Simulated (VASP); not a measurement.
# BN (F-43m) in VASP: single point with PBEsol

Aim: the single point of BN with PBEsol.

Program: VASP 6.6.1. These are calculated values, not measurements. Logs are shortened: lines on timing, memory, paths and dates and some standing lists are left out, and cuts for length are marked.

**1. The cell of the first run**

Symmetry: F-43m, No. 216, cubic system. Conventional cell: a = 4.024 Å, b = 4.024 Å, c = 4.024 Å, α = 90.00°, β = 90.00°, γ = 90.00°. B (site symmetry -43m) has 4 N at 1.74 Å within 2.3 Å. Within 2.3 Å of N (site symmetry -43m) lie 4 B at 1.74 Å.

**2. Single point, PBEsol (Al replaced by B, lengths x 0.884, strained)**

Contents of INCAR:

```
SYSTEM = BN
ALGO     = Normal         ! electronic algorithm
EDIFF    = 1E-6           ! SCF threshold, eV
ENCUT    = 520            ! plane-wave cutoff, eV
GGA      = PS             ! functional
ISIF     = 2              ! what is computed and relaxed
ISMEAR   = 0              ! smearing method
LASPH    = .TRUE.         ! aspherical terms in the spheres
LCHARG   = .FALSE.        ! write CHGCAR
LREAL    = .FALSE.        ! projectors in reciprocal space
LWAVE    = .FALSE.        ! write WAVECAR
NBANDS   = 11             ! bands
NELM     = 100            ! most SCF steps
PREC     = Accurate       ! precision mode
SIGMA    = 0.02           ! smearing width, eV
```

Contents of KPOINTS:

```
k-points
0
G
  10 10 10
  0 0 0
```

Contents of POSCAR:

```
BN
1.0
    0.0000000000      2.0120502036      2.0120502036
    2.0120502036      0.0000000000      2.0120502036
    2.0120502036      2.0120502036      0.0000000000
B N
1 1
Direct
    0.0000000000      0.0000000000      0.0000000000
    0.7500000000      0.7500000000      0.7500000000
```

Potentials or basis: VASP PAW PBE potentials, release 64 (B, N).

Started as:

```console
$ cat potpaw_PBE.64/B/POTCAR potpaw_PBE.64/N/POTCAR > POTCAR
$ mpirun -np 1 vasp_std > vasp.out
```

OUTCAR:

```text
SYSTEM = BN
   EDIFF = 1E-6
   ENCUT = 520
   GGA = PS
   ISIF = 2
   ISMEAR = 0
   LASPH = .TRUE.
   LREAL = .FALSE.
   NELM = 100
   PREC = Accurate

 ion  position               nearest neighbor table
   1  0.000  0.000  0.000-   2 1.74   2 1.74   2 1.74   2 1.74
   2  0.750  0.750  0.750-   1 1.74   1 1.74   1 1.74   1 1.74

  LATTYP: Found a face centered cubic cell.
 ALAT       =     4.0241004072

  Lattice vectors:

 A1 = (   0.0000000000,   2.0120502036,   2.0120502036)
 A2 = (   2.0120502036,   0.0000000000,   2.0120502036)
 A3 = (   2.0120502036,   2.0120502036,   0.0000000000)

Analysis of symmetry for initial positions (statically):
=====================================================================
 Subroutine PRICEL returns:
 Original cell was already a primitive cell.

 Routine SETGRP: Setting up the symmetry group for a
 face centered cubic supercell.

 Subroutine GETGRP returns: Found 24 space group operations
 (whereof 24 operations were pure point group operations)
 out of a pool of 48 trial point group operations.

The static configuration has the point symmetry T_d .

Analysis of symmetry for dynamics (positions and initial velocities):
=====================================================================
 Subroutine PRICEL returns:
 Original cell was already a primitive cell.

 Routine SETGRP: Setting up the symmetry group for a
 face centered cubic supercell.

 Subroutine GETGRP returns: Found 24 space group operations
 (whereof 24 operations were pure point group operations)
 out of a pool of 48 trial point group operations.

The dynamic configuration has the point symmetry T_d .

 Subroutine INISYM returns: Found 24 space group operations
 (whereof 24 operations are pure point group operations),
 and found     1 'primitive' translations

----------------------------------------------------------------------------------------

                                     Primitive cell

  volume of cell :      16.2910

  direct lattice vectors                    reciprocal lattice vectors
     0.000000000  2.012050204  2.012050204    -0.248502746  0.248502746  0.248502746
     2.012050204  0.000000000  2.012050204     0.248502746 -0.248502746  0.248502746
     2.012050204  2.012050204  0.000000000     0.248502746  0.248502746 -0.248502746

  length of vectors
     2.845468686  2.845468686  2.845468686     0.430419381  0.430419381  0.430419381

  position of ions in fractional coordinates (direct lattice)
     0.000000000  0.000000000  0.000000000
     0.750000000  0.750000000  0.750000000

  ion indices of the primitive-cell ions
   primitive index   ion index
                 1           1
[... 79 lines left out ...]
   ISIF   =      2    stress and relaxation
   ISYM   =      2    0-nonsym 1-usesym 2-fastsym
   POTIM  = 0.5000    time-step for ionic-motion
   TEBEG  =    0.0;   TEEND  =   0.0 temperature during run
   PSTRESS=    0.0 pullay stress
   NELECT =       8.0000    total number of electrons
   NUPDOWN=      -1.0000    fix difference up-down
   EMIN   =  10.00;   EMAX   =-10.00  energy-range for DOS
   EFERMI =   0.00;   METHOD = LEGACY
   ISMEAR =     0;   SIGMA  =   0.02  broadening in eV -4-tet -1-fermi 0-gaus
   EFERMI_NEDOS =   21; number of points for ismear=-14 and -15
   IALGO  =     38    algorithm
   IMIX   =      4    mixing-type and parameters
     AMIX     =   0.40;   BMIX     =  1.00
     AMIX_MAG =   1.60;   BMIX_MAG =  1.00
  volume/ion in A,a.u.               =       8.15        54.97
  Fermi-wavevector in a.u.,A,eV,Ry     =   1.291584  2.440740 22.697095  1.668189
  Thomas-Fermi vector in A             =   2.423345
   LORBIT       =      0    0 simple, 1 ext, 2 COOP (PROOUT), +10 PAW based schemes
   GGA     = PS    functional components
   LHFCALC =     F    Hartree Fock is set to
   AEXX    =    0.0000 exact exchange contribution
   IVDW    =     0    specifies the selected vdW correction
   LEPSILON=     F    determine dielectric tensor
   LRPA    =     F    only Hartree local field effects (RPA)
 non-spin polarized calculation
 Gauss-broadening in eV      SIGMA  =   0.02
  energy-cutoff  :      520.00
  volume of cell :       16.29
 maximum number of plane-waves:       448
 NGX is ok and might be reduce to    24
   NGX = 11   NGY = 11   NGZ = 11

 number of electron       7.9999999 magnetization

 Free energy of the ion-electron system (eV)
  ---------------------------------------------------
  ext. energy  EPLUGINS =         0.00000000
  ---------------------------------------------------
  free energy    TOTEN  =       -17.09019222 eV

  energy without entropy =      -17.09019222  energy(sigma->0) =      -17.09019222

 E-fermi :   4.0690     XC(G=0): -11.5116

 val. band max:        3.8814772041   @ k =   0.0000   0.0000   0.0000
 cond. band min:       7.7613615743   @ k =   0.5000   0.5000   0.0000
 fundamental gap:      3.8798843702
 Fermi energy:         4.0690172402

 k-point     1 :       0.0000    0.0000    0.0000
  band No.  band energies     occupation
      1     -13.1523      2.00000
      2       3.8815      2.00000
      3       3.8815      2.00000
      4       3.8815      2.00000
      5       9.4657      0.00000
      6      11.1627      0.00000
      7      11.1627      0.00000
      8      11.1627      0.00000
      9      22.9615      0.00000
     10      27.9316      0.00000
     11      27.9316      0.00000
[... 309 lines left out ...]
 k-point    24 :       0.4000    0.3000    0.0000
  band No.  band energies     occupation
      1     -10.4278      2.00000
      2      -1.8279      2.00000
      3       0.5734      2.00000
      4       0.9424      2.00000
      5       8.9171      0.00000
      6      12.0328      0.00000
      7      15.6582      0.00000
      8      15.8539      0.00000
      9      19.3891      0.00000
     10      25.0039      0.00000
     11      30.6622      0.00000

 [... further k-points ...]
[... 5 lines left out ...]
  --------------------------------------------------------------------------------------
  -------------------------------------------------------------------------------------
  Total       -6.9534786     -6.9534786     -6.9534786      0.0000000      0.0000000      0.0000000
  in kB     -683.8585348   -683.8585348   -683.8585348      0.0000000      0.0000000      0.0000000
  external PRESSURE =    -683.8585348 kB  Pullay stress =       0.0000000 kB

 VOLUME and BASIS-vectors are now :
 -----------------------------------------------------------------------------
  energy-cutoff  :      520.00
  volume of cell :       16.29
      direct lattice vectors                 reciprocal lattice vectors
     0.000000000  2.012050204  2.012050204    -0.248502746  0.248502746  0.248502746
     2.012050204  0.000000000  2.012050204     0.248502746 -0.248502746  0.248502746
     2.012050204  2.012050204  0.000000000     0.248502746  0.248502746 -0.248502746

 POSITION                                       TOTAL-FORCE (eV/Angst)
 -----------------------------------------------------------------------------------
      0.00000      0.00000      0.00000         0.000000     -0.000000     -0.000000
      3.01808      3.01808      3.01808        -0.000000      0.000000      0.000000
 -----------------------------------------------------------------------------------
    total drift:                               -0.000000     -0.000000     -0.000000

  FREE ENERGIE OF THE ION-ELECTRON SYSTEM (eV)
  ---------------------------------------------------
  free  energy   TOTEN  =       -17.0901922220 eV

  energy  without entropy=      -17.0901922220  energy(sigma->0) =      -17.09019222
```

OSZICAR:

```text
N       E                     dE             d eps       ncg     rms          rms(c)
DAV:   1     0.888386478523E+01    0.88839E+01   -0.44164E+03  1050   0.689E+02
DAV:   2    -0.170582250285E+02   -0.25942E+02   -0.25086E+02  1239   0.146E+02
DAV:   3    -0.176915180345E+02   -0.63329E+00   -0.63219E+00  1232   0.205E+01
DAV:   4    -0.176926662950E+02   -0.11483E-02   -0.11482E-02  1109   0.957E-01
DAV:   5    -0.176926681178E+02   -0.18228E-05   -0.18227E-05  1169   0.372E-02    0.515E+00
DAV:   6    -0.171225644284E+02    0.57010E+00   -0.33977E+00  1102   0.877E+00    0.246E+00
DAV:   7    -0.171013703154E+02    0.21194E-01   -0.66273E-02  1094   0.207E+00    0.153E+00
DAV:   8    -0.170903654795E+02    0.11005E-01   -0.16660E-02  1112   0.936E-01    0.173E-01
DAV:   9    -0.170901235826E+02    0.24190E-03   -0.16988E-03  1124   0.218E-01    0.651E-02
DAV:  10    -0.170901892690E+02   -0.65686E-04   -0.74000E-05  1082   0.734E-02    0.849E-03
DAV:  11    -0.170901919806E+02   -0.27116E-05   -0.23314E-06  1194   0.130E-02    0.330E-03
DAV:  12    -0.170901922220E+02   -0.24140E-06   -0.26492E-07   577   0.403E-03
   1 F= -.17090192E+02 E0= -.17090192E+02  d E =-.220136E-42
```

stdout:

```text
POSCAR found type information on POSCAR B N
 POSCAR found :  2 types and       2 ions
 scaLAPACK will be used
 -----------------------------------------------------------------------------
|                                                                             |
|                                                                             |
|     You enforced a specific xc type in the INCAR file but a different       |
|     I HOPE YOU KNOW WHAT YOU ARE DOING!                                     |
|                                                                             |
 -----------------------------------------------------------------------------

 LDA part: xc-table for (Slater+PW92), standard interpolation
 POSCAR, INCAR and KPOINTS ok, starting setup
 FFT: planning ... GRIDC
 FFT: planning ... GRID_SOFT
 FFT: planning ... GRID
 WAVECAR not read
 entering main loop
```

It took 7.5 s on 1 thread of Intel Xeon Platinum 8259CL at 2.50GHz (Skylake/Cascade Lake), shared host; peak memory 0.13 GiB.

Results:

```
Free energy            : -17.0902 eV
Pressure               : -68.4 GPa
Band gap on the k mesh : 3.88 eV, indirect (least direct gap 5.58 eV)
```

Levels at points of the mesh, in eV from the valence-band top:
| k point | band 1 | band 2 | band 3 | band 4 | band 5 | band 6 | band 7 | band 8 | band 9 |
| --- | --- | --- | --- | --- | --- | --- | --- | --- | --- |
| (0.00, 0.00, 0.00) | -17.03 | 0.00 | 0.00 | 0.00 | 5.58 | 7.28 | 7.28 | 7.28 | 19.08 |
| (0.50, 0.00, 0.00) | -14.15 | -8.19 | -1.42 | -1.42 | 6.33 | 8.86 | 8.86 | 11.88 | 19.26 |
| (0.50, 0.50, 0.00) | -13.18 | -7.15 | -3.56 | -3.56 | 3.88 | 7.23 | 13.47 | 13.47 | 16.04 |

Caveat: the cell differs from its parent crystal (Al replaced by B, lengths x 0.884, strained); the PAW data sets were made with another functional, which shifts forces and pressure a little.
